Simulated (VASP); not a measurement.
# Bi3O (P4/mmm) in VASP: relaxation of cell and atoms with PBE

Aim: the relaxation of cell and atoms of Bi3O with PBE.

All numbers are computed with VASP 6.6.1; they aren't measurements. Logs are shortened: lines on timing, memory, paths and dates and some standing lists are left out, and cuts for length are marked.

### 1 The cell of the first run

The structure is tetragonal, space group P4/mmm (No. 123). Conventional cell: a = 3.150 Å, b = 3.150 Å, c = 10.368 Å, α = 90.00°, β = 90.00°, γ = 90.00°. Within 4.1 Å of Bi (site symmetry 4mm) lie 8 Bi at 3.15 to 3.30 Å and 4 O at 3.54 Å. Within 4.1 Å of Bi (site symmetry 4/mmm) lie 12 Bi at 3.15 to 3.30 Å. O (site symmetry 4/mmm) has 4 O at 3.15 Å and 8 Bi at 3.54 Å within 4.1 Å.

The cell was generated, and may not be a known phase.

### 2 Relaxation of cell and atoms, PBE

The input, INCAR:

```
SYSTEM = Bi3O
ALGO = Normal
EDIFF = 1E-7
EDIFFG = -0.04
ENCUT = 1340
GGA = PE
GGA_COMPAT = .FALSE.
IBRION = 2
ISIF = 3
ISMEAR = 0
LASPH = .TRUE.
LCHARG = .FALSE.
LREAL = .FALSE.
LWAVE = .FALSE.
NELM = 120
NELMIN = 4
NSW = 90
PREC = Accurate
SIGMA = 0.1
```

The input, KPOINTS:

```
k-points
0
G
  6 6 2
  0 0 0
```

The input, POSCAR:

```
Bi3O
1.0
    3.1497946000      0.0000000000      0.0000000000
    0.0000000000      3.1497946000      0.0000000000
    0.0000000000      0.0000000000     10.3678407100
Bi O
3 1
Direct
    0.5000000000      0.5000000000      0.7342755200
    0.0000000000      0.0000000000      0.5000000000
    0.5000000000      0.5000000000      0.2657244800
    0.0000000000      0.0000000000      0.0000000000
```

Potentials or basis: VASP PAW PBE potentials, release 64 (Bi_d, O_h).

Started as:

```bash
cat potpaw_PBE.64/Bi_d/POTCAR potpaw_PBE.64/O_h/POTCAR > POTCAR
mpirun -np 1 vasp_std > vasp.out
```

OUTCAR:

```text
SYSTEM = Bi3O
   EDIFF = 1E-7
   EDIFFG = -0.04
   ENCUT = 1340
   GGA = PE
   IBRION = 2
   ISIF = 3
   ISMEAR = 0
   LASPH = .TRUE.
   LREAL = .FALSE.
   NELM = 120
   NELMIN = 4
   NSW = 90
   PREC = Accurate

 ion  position               nearest neighbor table
   1  0.500  0.500  0.734-   2 3.30   2 3.30   2 3.30   2 3.30
   2  0.000  0.000  0.500-   1 3.30   3 3.30   1 3.30   3 3.30   1 3.30   3 3.30   1 3.30   3 3.30

   3  0.500  0.500  0.266-   2 3.30   2 3.30   2 3.30   2 3.30
   4  0.000  0.000  0.000-

  LATTYP: Found a simple tetragonal cell.
 ALAT       =     3.1497946000
 C/A-ratio  =     3.2915926359

  Lattice vectors:

 A1 = (   3.1497946000,   0.0000000000,   0.0000000000)
 A2 = (   0.0000000000,   3.1497946000,   0.0000000000)
 A3 = (   0.0000000000,   0.0000000000,  10.3678407100)

Analysis of symmetry for initial positions (statically):
=====================================================================
 Subroutine PRICEL returns:
 Original cell was already a primitive cell.

 Routine SETGRP: Setting up the symmetry group for a
 simple tetragonal supercell.

 Subroutine GETGRP returns: Found 16 space group operations
 (whereof 16 operations were pure point group operations)
 out of a pool of 16 trial point group operations.

The static configuration has the point symmetry D_4h.

Analysis of symmetry for dynamics (positions and initial velocities):
=====================================================================
 Subroutine PRICEL returns:
 Original cell was already a primitive cell.

 Routine SETGRP: Setting up the symmetry group for a
 simple tetragonal supercell.

 Subroutine GETGRP returns: Found 16 space group operations
 (whereof 16 operations were pure point group operations)
 out of a pool of 16 trial point group operations.

The dynamic configuration has the point symmetry D_4h.

 Subroutine INISYM returns: Found 16 space group operations
 (whereof 16 operations are pure point group operations),
 and found     1 'primitive' translations

----------------------------------------------------------------------------------------

                                     Primitive cell

  volume of cell :     102.8615

  direct lattice vectors                    reciprocal lattice vectors
     3.149794600  0.000000000  0.000000000     0.317481019  0.000000000  0.000000000
     0.000000000  3.149794600  0.000000000     0.000000000  0.317481019  0.000000000
     0.000000000  0.000000000 10.367840710     0.000000000  0.000000000  0.096452099

  length of vectors
     3.149794600  3.149794600 10.367840710     0.317481019  0.317481019  0.096452099

  position of ions in fractional coordinates (direct lattice)
     0.500000000  0.500000000  0.734275520
     0.000000000  0.000000000  0.500000000
     0.500000000  0.500000000  0.265724480
     0.000000000  0.000000000  0.000000000

  ion indices of the primitive-cell ions
   primitive index   ion index
                 1           1
                 2           2
                 3           3
                 4           4

----------------------------------------------------------------------------------------

 KPOINTS: k-points

Automatic generation of k-mesh.
 Grid dimensions read from file:
 generate k-points for:    6    6    2

 Generating k-lattice:

  Cartesian coordinates                     Fractional coordinates (reciprocal lattice)
     0.052913503  0.000000000  0.000000000     0.166666667  0.000000000  0.000000000
     0.000000000  0.052913503  0.000000000     0.000000000  0.166666667  0.000000000
     0.000000000  0.000000000  0.048226050     0.000000000  0.000000000  0.500000000

  Length of vectors
     0.052913503  0.052913503  0.048226050

  Shift w.r.t. Gamma in fractional coordinates (k-lattice)
     0.000000000  0.000000000  0.000000000

 Subroutine IBZKPT returns following result:
 ===========================================

 Found     20 irreducible k-points:

 Following reciprocal coordinates:
            Coordinates               Weight
  0.000000  0.000000  0.000000      1.000000
  0.166667  0.000000  0.000000      4.000000
  0.333333  0.000000  0.000000      4.000000
  0.500000  0.000000  0.000000      2.000000
  0.166667  0.166667  0.000000      4.000000
  0.333333  0.166667  0.000000      8.000000
[... 12 lines left out ...]
  0.500000  0.333333  0.500000      4.000000
  0.500000  0.500000  0.500000      1.000000
   k-points           NKPTS =     20   k-points in BZ     NKDIM =     20   number of bands    NBANDS=     30
   number of dos      NEDOS =    301   number of ions     NIONS =      4
   total plane-waves  NPLWV = 201600
   dimension x,y,z NGX =    40 NGY =   40 NGZ =  126
   dimension x,y,z NGXF=    80 NGYF=   80 NGZF=  252
   ions per type =               3   1
   NGX,Y,Z   is equivalent  to a cutoff of  21.11, 21.11, 20.20 a.u.
   NGXF,Y,Z  is equivalent  to a cutoff of  42.22, 42.22, 40.41 a.u.
 SYSTEM =  Bi3O
   PREC   = accura    normal or accurate (medium, high low for compatibility)
   ISTART =      0    job   : 0-new  1-cont  2-samecut
   ICHARG =      2    charge: 1-file 2-atom 10-const
   ISPIN  =      1    spin polarized calculation?
   LNONCOLLINEAR =      F non collinear calculations
   LSORBIT =      F    spin-orbit coupling
   LASPH  =      T    aspherical Exc in radial PAW
   ENCUT  = 1340.0 eV  98.49 Ry    9.92 a.u.   9.40  9.40 30.95*2*pi/ulx,y,z
   NELM   =    120;   NELMIN=  4; NELMDL= -5     # of ELM steps
   EDIFF  = 0.1E-06   stopping-criterion for ELM
   LREAL  =      F    real-space projection
   EDIFFG = -.4E-01   stopping-criterion for IOM
   NSW    =     90    number of steps for IOM
   IBRION =      2    ionic relax: 0-MD 1-quasi-New 2-CG
   NFREE  =      1    steps in history (QN), initial steepest desc. (CG)
   ISIF   =      3    stress and relaxation
   ISYM   =      2    0-nonsym 1-usesym 2-fastsym
   POTIM  = 0.5000    time-step for ionic-motion
   TEBEG  =    0.0;   TEEND  =   0.0 temperature during run
   PSTRESS=    0.0 pullay stress
   NELECT =      51.0000    total number of electrons
   NUPDOWN=      -1.0000    fix difference up-down
   EMIN   =  10.00;   EMAX   =-10.00  energy-range for DOS
   EFERMI =   0.00;   METHOD = LEGACY
   ISMEAR =     0;   SIGMA  =   0.10  broadening in eV -4-tet -1-fermi 0-gaus
   EFERMI_NEDOS =   21; number of points for ismear=-14 and -15
   IALGO  =     38    algorithm
   IMIX   =      4    mixing-type and parameters
     AMIX     =   0.40;   BMIX     =  1.00
     AMIX_MAG =   1.60;   BMIX_MAG =  1.00
  volume/ion in A,a.u.               =      25.72       173.54
  Fermi-wavevector in a.u.,A,eV,Ry     =   1.295728  2.448572 22.842984  1.678912
  Thomas-Fermi vector in A             =   2.427230
   LORBIT       =      0    0 simple, 1 ext, 2 COOP (PROOUT), +10 PAW based schemes
   GGA     = PE    functional components
   LHFCALC =     F    Hartree Fock is set to
   AEXX    =    0.0000 exact exchange contribution
   IVDW    =     0    specifies the selected vdW correction
   LEPSILON=     F    determine dielectric tensor
   LRPA    =     F    only Hartree local field effects (RPA)
 conjugate gradient relaxation of ions
 non-spin polarized calculation
 Gauss-broadening in eV      SIGMA  =   0.10
  energy-cutoff  :     1340.00
  volume of cell :      102.86
 maximum number of plane-waves:     11496
 NGX is ok and might be reduce to    40
   NGX = 19   NGY = 19   NGZ = 61

--------------------------------------- Ionic step        1  -------------------------------------------

 number of electron      51.0000002 magnetization

 Free energy of the ion-electron system (eV)
  ---------------------------------------------------
  ext. energy  EPLUGINS =         0.00000000
  ---------------------------------------------------
  free energy    TOTEN  =       -13.07168385 eV

  energy without entropy =      -13.04980950  energy(sigma->0) =      -13.06074668

------------------------ aborting loop because EDIFF is reached ----------------------------------------

  FORCE on cell =-STRESS in cart. coord.  units (eV):
  Direction    XX          YY          ZZ          XY          YZ          ZX
  --------------------------------------------------------------------------------------
  -------------------------------------------------------------------------------------
  Total        7.5061619      7.5061619      1.2106991      0.0000000     -0.0000000     -0.0000000
  in kB      116.9164779    116.9164779     18.8579292      0.0000000     -0.0000000     -0.0000000
  external PRESSURE =      84.2302950 kB  Pullay stress =       0.0000000 kB
[... 95 lines left out ...]
  FREE ENERGIE OF THE ION-ELECTRON SYSTEM (eV)
  ---------------------------------------------------
  free  energy   TOTEN  =       -13.8166306287 eV

  energy  without entropy=      -13.7846544219  energy(sigma->0) =      -13.80064253

 E-fermi :   5.6327     XC(G=0):  -9.6681

 val. band max:        5.6122537334   @ k =   0.5000   0.3333   0.0000
 cond. band min:       5.6396456642   @ k =   0.3333   0.0000   0.0000
 fundamental gap:      0.0273919307
 Fermi energy:         5.6327179648

 k-point     1 :       0.0000    0.0000    0.0000
  band No.  band energies     occupation
      1     -17.6299      2.00000
      2     -17.6096      2.00000
      3     -17.5829      2.00000
      4     -17.5657      2.00000
      5     -17.5633      2.00000
      6     -17.5166      2.00000
[... 649 lines left out ...]
     29       5.1491      2.00000
     30       5.7677      0.05633

 E-fermi :  10.1648     XC(G=0): -11.4339

 val. band max:       10.1265650773   @ k =   0.1667   0.0000   0.0000
 cond. band min:      10.1783488195   @ k =   0.3333   0.1667   0.0000
 fundamental gap:      0.0517837421
 Fermi energy:        10.1647842277

 k-point     1 :       0.0000    0.0000    0.0000
  band No.  band energies     occupation
      1     -13.3477      2.00000
      2     -13.2419      2.00000
      3     -13.1475      2.00000
      4     -13.1128      2.00000
      5     -13.0902      2.00000
      6     -13.0902      2.00000
[... 649 lines left out ...]
     29      12.2540      0.00000
     30      12.2540      0.00000

[... ionic steps 4 to 25 ...]

--------------------------------------- Ionic step       26  -------------------------------------------

 number of electron      51.0000002 magnetization

------------------------ aborting loop because EDIFF is reached ----------------------------------------

  FORCE on cell =-STRESS in cart. coord.  units (eV):
  Direction    XX          YY          ZZ          XY          YZ          ZX
  --------------------------------------------------------------------------------------
  -------------------------------------------------------------------------------------
  Total       -0.3343289     -0.3343289     -0.2590865      0.0000000      0.0000000      0.0000000
  in kB       -5.5371203     -5.5371203     -4.2909638      0.0000000      0.0000000      0.0000000
  external PRESSURE =      -5.1217348 kB  Pullay stress =       0.0000000 kB
[... 61 lines left out ...]
  energy  without entropy=      -16.6442006954  energy(sigma->0) =      -16.64723093

--------------------------------------- Ionic step       28  -------------------------------------------

 number of electron      51.0000002 magnetization

 Free energy of the ion-electron system (eV)
  ---------------------------------------------------
  ext. energy  EPLUGINS =         0.00000000
  ---------------------------------------------------
  free energy    TOTEN  =       -16.65121397 eV

  energy without entropy =      -16.64448793  energy(sigma->0) =      -16.64785095

 E-fermi :   8.3213     XC(G=0): -10.6489

 val. band max:        8.2517494298   @ k =   0.5000   0.5000   0.0000
 cond. band min:       8.3367666788   @ k =   0.5000   0.0000   0.5000
 fundamental gap:      0.0850172490
 Fermi energy:         8.3213329460

 k-point     1 :       0.0000    0.0000    0.0000
  band No.  band energies     occupation
      1     -15.2383      2.00000
      2     -15.2092      2.00000
      3     -15.1945      2.00000
      4     -15.0510      2.00000
      5     -15.0510      2.00000
      6     -15.0011      2.00000
[... 680 lines left out ...]
  FREE ENERGIE OF THE ION-ELECTRON SYSTEM (eV)
  ---------------------------------------------------
  free  energy   TOTEN  =       -16.6512139738 eV

  energy  without entropy=      -16.6444879311  energy(sigma->0) =      -16.64785095

 reached required accuracy - stopping structural energy minimisation
```

Run time: 69 min. Hardware: 1 thread of Intel Xeon 6975P-C (Granite Rapids), shared host; peak memory 0.71 GiB.

Results:

```
Free energy                           : -16.6512 eV
Relaxed volume                        : 24.01 Å³/atom
Relaxed cell                          : a = 3.431 Å, b = 3.431 Å, c = 8.157 Å, α = 90.00°, β = 90.00°, γ = 90.00°
Space group after relaxing (to 0.1 Å) : P4/mmm (No. 123)
Pressure after relaxing               : 0.0 GPa
Largest force after relaxing          : 0.024 eV/Å
```

Forces on the atoms (eV/Å):
```
Bi   0.000  0.000 -0.024
Bi   0.000  0.000  0.000
Bi   0.000  0.000  0.024
O    0.000  0.000  0.000
```

Final structure:
```xyz
4
Lattice="3.4310 0.0000 0.0000 0.0000 3.4310 0.0000 0.0000 0.0000 8.1568" Properties=species:S:1:pos:R:3 pbc="T T T"
Bi    1.7155    1.7155    6.6460
Bi    0.0000    0.0000    4.0784
Bi    1.7155    1.7155    1.5108
O     0.0000    0.0000    0.0000
```

Caveat: the highest band is partly filled, so the run has too few bands; a cell axis changed by over 15 % at a fixed basis, so the end point is rough; spin-orbit coupling is left out, which moves the levels of the heavy elements.
